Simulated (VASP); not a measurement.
# PbS (Cmc2_1) in VASP: a series of runs

PbS is run at these levels: PBEsol; tasks: single point.

Everything below comes from runs of VASP 6.6.1. Logs are shortened: lines on timing, memory, paths and dates and some standing lists are left out, and cuts for length are marked.

**1. The cell of the first run**

The structure is orthorhombic, space group Cmc2_1 (No. 36). The conventional cell has a = 4.114 Å, b = 7.132 Å, c = 7.560 Å, α = 90.00°, β = 90.00°, γ = 90.00°. Pb (site symmetry m) has 6 S at 2.84 to 3.26 Å and 2 Pb at 3.78 Å within 3.8 Å. Within 3.7 Å of S (site symmetry m) lie 6 Pb at 2.84 to 3.26 Å.

**2. Single point, PBEsol**

Contents of INCAR:

```
SYSTEM = PbS
ALGO = Normal
EDIFF = 1E-7
ENCUT = 520
GGA = PS
ISIF = 2
ISMEAR = 0
LASPH = .True.
LCHARG = .True.
LELF = .True.
LREAL = .False.
LVHAR = .True.
LWAVE = .False.
NBANDS = 28
NELM = 60
PREC = Accurate
SIGMA = 0.01
```

Contents of KPOINTS:

```
k-points
0
Gamma
  2 2 1
  0 0 0
```

Contents of POSCAR:

```
PbS
1.0
    4.1165700000      0.0000000000      0.0000000000
   -2.0609705364      3.5635023521      0.0000000000
    0.0000000000      0.0000000000      7.5599450000
Pb S
2 2
Direct
    0.0010320000      0.9989680000      0.4867320000
    0.9989680000      0.0010320000      0.9867320000
    0.6671450000      0.3328550000      0.6924680000
    0.3328550000      0.6671450000      0.1924680000
```

Potentials or basis: VASP PAW PBE potentials, release 64 (Pb_d, S).

Command:

```sh
$ cat potpaw_PBE.64/Pb_d/POTCAR potpaw_PBE.64/S/POTCAR > POTCAR
$ mpirun -np 1 vasp_std > vasp.out
```

OUTCAR:

```text
SYSTEM = PbS
   EDIFF = 1E-7
   ENCUT = 520
   GGA = PS
   ISIF = 2
   ISMEAR = 0
   LASPH = .True.
   LREAL = .False.
   NELM = 60
   PREC = Accurate

 ion  position               nearest neighbor table
   1  0.001  0.999  0.487-   3 2.84   3 2.84   3 2.84   4 3.25   4 3.26   4 3.26   2 3.78   2 3.78

   2  0.999  0.001  0.987-   4 2.84   4 2.84   4 2.84   3 3.25   3 3.26   3 3.26   1 3.78   1 3.78

   3  0.667  0.333  0.692-   1 2.84   1 2.84   1 2.84   2 3.25   2 3.26   2 3.26
   4  0.333  0.667  0.192-   2 2.84   2 2.84   2 2.84   1 3.25   1 3.26   1 3.26

  LATTYP: Found a base centered orthorhombic cell.
 ALAT       =     4.1138835871
 B/A-ratio  =     1.7335587088
 C/A-ratio  =     1.8376662441

  Lattice vectors:

 A1 = (   4.1165700000,   0.0000000000,   0.0000000000)
 A2 = (  -2.0609705364,   3.5635023521,   0.0000000000)
 A3 = (   0.0000000000,   0.0000000000,   7.5599450000)

Analysis of symmetry for initial positions (statically):
=====================================================================
 Subroutine PRICEL returns:
 Original cell was already a primitive cell.

 Routine SETGRP: Setting up the symmetry group for a
 base centered orthorhombic supercell.

 Subroutine GETGRP returns: Found  4 space group operations
 (whereof  2 operations were pure point group operations)
 out of a pool of  8 trial point group operations.

The static configuration has the point symmetry C_1h.
 The point group associated with its full space group is C_2v.

Analysis of symmetry for dynamics (positions and initial velocities):
=====================================================================
 Subroutine PRICEL returns:
 Original cell was already a primitive cell.

 Routine SETGRP: Setting up the symmetry group for a
 base centered orthorhombic supercell.

 Subroutine GETGRP returns: Found  4 space group operations
 (whereof  2 operations were pure point group operations)
 out of a pool of  8 trial point group operations.

The dynamic configuration has the point symmetry C_1h.
 The point group associated with its full space group is C_2v.

 Subroutine INISYM returns: Found  4 space group operations
 (whereof  2 operations are pure point group operations),
 and found     1 'primitive' translations

----------------------------------------------------------------------------------------

                                     Primitive cell

  volume of cell :     110.8999

  direct lattice vectors                    reciprocal lattice vectors
     4.116570000  0.000000000  0.000000000     0.242920684  0.140494469  0.000000000
    -2.060970536  3.563502352  0.000000000     0.000000000  0.280622798  0.000000000
     0.000000000  0.000000000  7.559945000     0.000000000  0.000000000  0.132276095

  length of vectors
     4.116570000  4.116570000  7.559945000     0.280622798  0.280622798  0.132276095

  position of ions in fractional coordinates (direct lattice)
     0.001032000  0.998968000  0.486732000
     0.998968000  0.001032000  0.986732000
     0.667145000  0.332855000  0.692468000
     0.332855000  0.667145000  0.192468000

  ion indices of the primitive-cell ions
   primitive index   ion index
                 1           1
                 2           2
                 3           3
                 4           4

----------------------------------------------------------------------------------------

 KPOINTS: k-points

Automatic generation of k-mesh.
 Grid dimensions read from file:
 generate k-points for:    2    2    1

 Generating k-lattice:

  Cartesian coordinates                     Fractional coordinates (reciprocal lattice)
     0.121460342  0.070247235  0.000000000     0.500000000  0.000000000  0.000000000
     0.000000000  0.140311399  0.000000000     0.000000000  0.500000000  0.000000000
     0.000000000  0.000000000  0.132276095     0.000000000  0.000000000  1.000000000

  Length of vectors
     0.140311399  0.140311399  0.132276095

  Shift w.r.t. Gamma in fractional coordinates (k-lattice)
     0.000000000  0.000000000  0.000000000

 Subroutine IBZKPT returns following result:
 ===========================================

 Found      3 irreducible k-points:

 Following reciprocal coordinates:
            Coordinates               Weight
  0.000000  0.000000  0.000000      1.000000
  0.500000  0.000000  0.000000      2.000000
  0.500000  0.500000  0.000000      1.000000
   k-points           NKPTS =      3   k-points in BZ     NKDIM =      3   number of bands    NBANDS=     28
   number of dos      NEDOS =    301   number of ions     NIONS =      4
   total plane-waves  NPLWV =  57344
   dimension x,y,z NGX =    32 NGY =   32 NGZ =   56
   dimension x,y,z NGXF=    64 NGYF=   64 NGZF=  112
   ions per type =               2   2
   NGX,Y,Z   is equivalent  to a cutoff of  12.92, 12.92, 12.31 a.u.
   NGXF,Y,Z  is equivalent  to a cutoff of  25.85, 25.85, 24.63 a.u.
 SYSTEM =  PbS
   PREC   = accura    normal or accurate (medium, high low for compatibility)
   ISTART =      0    job   : 0-new  1-cont  2-samecut
   ICHARG =      2    charge: 1-file 2-atom 10-const
   ISPIN  =      1    spin polarized calculation?
   LNONCOLLINEAR =      F non collinear calculations
   LSORBIT =      F    spin-orbit coupling
   LASPH  =      T    aspherical Exc in radial PAW
   ENCUT  =  520.0 eV  38.22 Ry    6.18 a.u.   7.65  7.65 14.06*2*pi/ulx,y,z
   NELM   =     60;   NELMIN=  2; NELMDL= -5     # of ELM steps
   EDIFF  = 0.1E-06   stopping-criterion for ELM
   LREAL  =      F    real-space projection
   EDIFFG = 0.1E-05   stopping-criterion for IOM
   NSW    =      0    number of steps for IOM
   IBRION =     -1    ionic relax: 0-MD 1-quasi-New 2-CG
   NFREE  =      0    steps in history (QN), initial steepest desc. (CG)
   ISIF   =      2    stress and relaxation
   ISYM   =      2    0-nonsym 1-usesym 2-fastsym
   POTIM  = 0.5000    time-step for ionic-motion
   TEBEG  =    0.0;   TEEND  =   0.0 temperature during run
   PSTRESS=    0.0 pullay stress
   NELECT =      40.0000    total number of electrons
   NUPDOWN=      -1.0000    fix difference up-down
   EMIN   =  10.00;   EMAX   =-10.00  energy-range for DOS
   EFERMI =   0.00;   METHOD = LEGACY
   ISMEAR =     0;   SIGMA  =   0.01  broadening in eV -4-tet -1-fermi 0-gaus
   EFERMI_NEDOS =   21; number of points for ismear=-14 and -15
   IALGO  =     38    algorithm
   IMIX   =      4    mixing-type and parameters
     AMIX     =   0.40;   BMIX     =  1.00
     AMIX_MAG =   1.60;   BMIX_MAG =  1.00
  volume/ion in A,a.u.               =      27.72       187.10
  Fermi-wavevector in a.u.,A,eV,Ry     =   1.165336  2.202165 18.476815  1.358008
  Thomas-Fermi vector in A             =   2.301863
   LORBIT       =      0    0 simple, 1 ext, 2 COOP (PROOUT), +10 PAW based schemes
   GGA     = PS    functional components
   LHFCALC =     F    Hartree Fock is set to
   AEXX    =    0.0000 exact exchange contribution
   IVDW    =     0    specifies the selected vdW correction
   LEPSILON=     F    determine dielectric tensor
   LRPA    =     F    only Hartree local field effects (RPA)
 non-spin polarized calculation
 Gauss-broadening in eV      SIGMA  =   0.01
  energy-cutoff  :      520.00
  volume of cell :      110.90
 maximum number of plane-waves:      2987
 NGX is ok and might be reduce to    32
   NGX = 15   NGY = 15   NGZ = 29

 number of electron      39.9999996 magnetization

 Free energy of the ion-electron system (eV)
  ---------------------------------------------------
  ext. energy  EPLUGINS =         0.00000000
  ---------------------------------------------------
  free energy    TOTEN  =       -17.36665594 eV

  energy without entropy =      -17.36665594  energy(sigma->0) =      -17.36665594

 E-fermi :   4.9964     XC(G=0):  -9.5510

 val. band max:        4.9479405511   @ k =   0.0000   0.0000   0.0000
 cond. band min:       5.3851859221   @ k =   0.5000   0.5000   0.0000
 fundamental gap:      0.4372453710
 Fermi energy:         4.9964115469

 k-point     1 :       0.0000    0.0000    0.0000
  band No.  band energies     occupation
      1     -11.9580      2.00000
      2     -11.9273      2.00000
      3     -11.9269      2.00000
      4     -11.9159      2.00000
      5     -11.9156      2.00000
      6     -11.8795      2.00000
[... 20 lines left out ...]
     27      11.8858      0.00000
     28      12.7131      0.00000

 k-point     2 :       0.5000    0.0000    0.0000
  band No.  band energies     occupation
      1     -12.0131      2.00000
      2     -11.9457      2.00000
      3     -11.9359      2.00000
      4     -11.9006      2.00000
      5     -11.8985      2.00000
      6     -11.8682      2.00000
[... 20 lines left out ...]
     27      11.2684      0.00000
     28      12.3844      0.00000

 k-point     3 :       0.5000    0.5000    0.0000
  band No.  band energies     occupation
      1     -12.0133      2.00000
      2     -11.9457      2.00000
      3     -11.9355      2.00000
      4     -11.9009      2.00000
      5     -11.8981      2.00000
      6     -11.8680      2.00000
[... 20 lines left out ...]
     27      11.2811      0.00000
     28      12.3882      0.00000

------------------------ aborting loop because EDIFF is reached ----------------------------------------

  FORCE on cell =-STRESS in cart. coord.  units (eV):
  Direction    XX          YY          ZZ          XY          YZ          ZX
  --------------------------------------------------------------------------------------
  -------------------------------------------------------------------------------------
  Total        2.2999351      2.3177117     -4.0202495      0.0153683      0.0000000      0.0000000
  in kB       33.2272935     33.4841139    -58.0807748      0.2220264      0.0000000      0.0000000
  external PRESSURE =       2.8768775 kB  Pullay stress =       0.0000000 kB

 VOLUME and BASIS-vectors are now :
 -----------------------------------------------------------------------------
  energy-cutoff  :      520.00
  volume of cell :      110.90
      direct lattice vectors                 reciprocal lattice vectors
     4.116570000  0.000000000  0.000000000     0.242920684  0.140494469  0.000000000
    -2.060970536  3.563502352  0.000000000     0.000000000  0.280622798  0.000000000
     0.000000000  0.000000000  7.559945000     0.000000000  0.000000000  0.132276095

 POSITION                                       TOTAL-FORCE (eV/Angst)
 -----------------------------------------------------------------------------------
     -2.05460      3.55982      3.67967        -0.003605      0.002079      1.097375
      4.11019      0.00368      7.45964         0.003605     -0.002079      1.097375
      2.06034      1.18613      5.23502        -0.000740      0.000427     -1.097375
     -0.00475      2.37737      1.45505         0.000740     -0.000427     -1.097375
 -----------------------------------------------------------------------------------
    total drift:                               -0.000000     -0.000000      0.000453

  FREE ENERGIE OF THE ION-ELECTRON SYSTEM (eV)
  ---------------------------------------------------
  free  energy   TOTEN  =       -17.3666559444 eV

  energy  without entropy=      -17.3666559444  energy(sigma->0) =      -17.36665594
```

Wall time 26 s (1 thread of Intel Xeon 8259CL, shared host); peak memory 0.22 GiB.

What came out:

```
Free energy            : -17.3667 eV
Pressure               : 0.3 GPa
Largest force          : 1.097 eV/Å
Band gap on the k mesh : 0.44 eV (least direct gap 0.99 eV)
```

Forces in eV/Å, atoms in the order of the input:
```
Pb  -0.004  0.002  1.097
Pb   0.004 -0.002  1.097
S   -0.001  0.000 -1.097
S    0.001  0.000 -1.097
```

Stress tensor (GPa, compression positive):
```
 3.32  0.02  0.00
 0.02  3.35  0.00
 0.00  0.00 -5.81
```

Caveat: the k points lie up to 0.88 Å⁻¹ apart; the PAW data sets were made with another functional, which shifts forces and pressure a little; spin-orbit coupling is left out, which moves the levels of the heavy elements; an odd mesh through Γ misses points on the zone boundary, where band edges can lie.

**3. Single point, PBEsol**

Contents of INCAR:

```
PREC = Accurate ; ENCUT = 520
EDIFF = 1E-7 ; ISMEAR = 0
SIGMA = 0.01 ; LREAL = F
LASPH = T ; NELM = 60
ALGO = Normal ; ISIF = 2
LWAVE = F ; LCHARG = F
GGA = PS ; NBANDS = 28
```

Contents of KPOINTS:

```
regular mesh
0
Gamma
  3 3 2
```

POSCAR is that of step 2.

Potentials or basis: VASP PAW PBE potentials, release 64 (Pb_d, S).

Command:

```sh
$ cat potpaw_PBE.64/Pb_d/POTCAR potpaw_PBE.64/S/POTCAR > POTCAR
$ mpirun -np 1 vasp_std > vasp.out
```

It took 44 s on 1 thread of Intel Xeon 8259CL, shared host; peak memory 0.23 GiB.

The run converged. Its results:

- Free energy: -18.6055 eV
- Pressure: -1.9 GPa
- Largest force: 0.115 eV/Å
- Band gap on the k mesh: 0.77 eV (least direct gap 1.12 eV)

Forces in eV/Å, atoms in the order of the input:
```
Pb  -0.006  0.003  0.115
Pb   0.006 -0.003  0.115
S    0.003 -0.002 -0.115
S   -0.003  0.002 -0.115
```

Stress tensor (GPa, compression positive):
```
-1.51  0.02  0.00
 0.02 -1.48  0.00
 0.00  0.00 -2.86
```

Levels at points of the mesh, in eV from the valence-band top:
| k point | band 17 | band 18 | band 19 | band 20 | band 21 | band 22 | band 23 | band 24 |
| --- | --- | --- | --- | --- | --- | --- | --- | --- |
| (0.00, 0.00, 0.00) | -1.81 | -1.47 | -1.47 | -0.18 | 0.94 | 3.43 | 3.43 | 3.77 |
| (0.00, 0.00, 0.50) | -1.64 | -1.64 | -1.39 | -1.39 | 2.54 | 2.54 | 3.50 | 3.50 |

Caveat: the k points lie up to 0.59 Å⁻¹ apart; the PAW data sets were made with another functional, which shifts forces and pressure a little; spin-orbit coupling is left out, which moves the levels of the heavy elements; an odd mesh through Γ misses points on the zone boundary, where band edges can lie.

**4. Single point, PBEsol**

Contents of INCAR:

```
  ALGO = Normal
  EDIFF = 1E-6
  ENCUT = 520
  GGA = PS
  ISIF = 2
  ISMEAR = 0
  LASPH = True
  LCHARG = False
  LREAL = False
  LWAVE = False
  NBANDS = 28
  NELM = 100
  PREC = Accurate
  SIGMA = 0.01
```

Contents of KPOINTS:

```
k-points
0
Gamma
  5 5 3
```

POSCAR is that of step 3.

Command:

```sh
$ cat potpaw_PBE.64/Pb_d/POTCAR potpaw_PBE.64/S/POTCAR > POTCAR
$ mpirun -np 1 vasp_std > vasp.out
```

Run time: 65 s. Hardware: 1 thread of Intel Xeon 8259CL, shared host; peak memory 0.24 GiB.

The run converged. Its results:

- Free energy: -18.6269 eV
- Pressure: -1.9 GPa
- Largest force: 0.012 eV/Å
- Band gap on the k mesh: 0.72 eV (least direct gap 1.14 eV)

Forces in eV/Å, atoms in the order of the input:
```
Pb  -0.005  0.003  0.010
Pb   0.005 -0.003  0.010
S    0.003 -0.002 -0.010
S   -0.003  0.002 -0.010
```

Stress tensor (GPa, compression positive):
```
-1.76  0.01  0.00
 0.01 -1.74  0.00
 0.00  0.00 -2.08
```

Levels at points of the mesh, in eV from the valence-band top:
```tsv
k point	band 18	band 19	band 20	band 21	band 22	band 23
(0.00, 0.00, 0.00)	-1.29	-1.29	0.00	1.14	3.63	3.63
```

Caveat: the PAW data sets were made with another functional, which shifts forces and pressure a little; spin-orbit coupling is left out, which moves the levels of the heavy elements; an odd mesh through Γ misses points on the zone boundary, where band edges can lie.

**5. Single point, PBEsol**

Contents of INCAR:

```
  PREC = Accurate
  ENCUT = 520
  EDIFF = 1E-6
  ISMEAR = 0
  SIGMA = 0.01
  LREAL = F
  LASPH = T
  NELM = 80
  ALGO = Normal
  ISIF = 2
  LWAVE = F
  LCHARG = F
  GGA = PS
  NBANDS = 28
```

Contents of KPOINTS:

```
regular mesh
0
Gamma
  6 6 3
```

POSCAR is that of step 4.

Command:

```sh
$ cat potpaw_PBE.64/Pb_d/POTCAR potpaw_PBE.64/S/POTCAR > POTCAR
$ mpirun -np 1 vasp_std > vasp.out
```

Wall time 90 s (1 thread of Intel Xeon 8259CL, shared host); peak memory 0.26 GiB.

The run converged. Its results:

| Property | Result |
| --- | --- |
| Free energy | -18.6232 eV |
| Pressure | -1.8 GPa |
| Largest force | 0.007 eV/Å |
| Band gap on the k mesh | 0.40 eV (least direct gap 1.15 eV) |

Forces on the atoms (eV/Å):
```
Pb  -0.005  0.003  0.005
Pb   0.005 -0.003  0.005
S    0.003 -0.002 -0.005
S   -0.003  0.002 -0.005
```

Stress tensor (GPa, compression positive):
```
-1.74  0.01  0.00
 0.01 -1.72  0.00
 0.00  0.00 -1.99
```

Levels at points of the mesh, in eV from the valence-band top:
| k point | band 17 | band 18 | band 19 | band 20 | band 21 | band 22 | band 23 | band 24 |
| --- | --- | --- | --- | --- | --- | --- | --- | --- |
| (0.00, 0.00, 0.00) | -1.82 | -1.48 | -1.47 | -0.19 | 0.96 | 3.44 | 3.44 | 3.78 |
| (0.50, 0.00, 0.00) | -2.92 | -1.81 | -1.49 | -0.89 | 0.40 | 2.41 | 2.75 | 3.87 |
| (0.50, 0.50, 0.00) | -2.91 | -1.81 | -1.49 | -0.88 | 0.40 | 2.43 | 2.76 | 3.87 |

Caveat: the PAW data sets were made with another functional, which shifts forces and pressure a little; spin-orbit coupling is left out, which moves the levels of the heavy elements; an odd mesh through Γ misses points on the zone boundary, where band edges can lie.

**6. Summary**

```tsv
k mesh	gap on the mesh (eV)	pressure (GPa)	largest force (eV/Å)
2 × 2 × 1	0.44	0.3	1.10
3 × 3 × 2	0.77	-1.9	0.12
5 × 5 × 3	0.72	-1.9	0.01
6 × 6 × 3	0.40	-1.8	0.01
```

Alike in all rows: task single point; level PBEsol; potentials or basis VASP PAW PBE potentials, release 64 (Pb_d, S); no spin polarisation; cell as given; cutoff (eV) 520; smearing gaussian 0.01 eV.

Caveats: some runs use coarse meshes; the PAW data sets were made with another functional, which shifts forces and pressure a little; spin-orbit coupling is left out, which moves the levels of the heavy elements; an odd mesh through Γ misses points on the zone boundary, where band edges can lie.

Absolute energies hang on the potentials; compare differences alone.
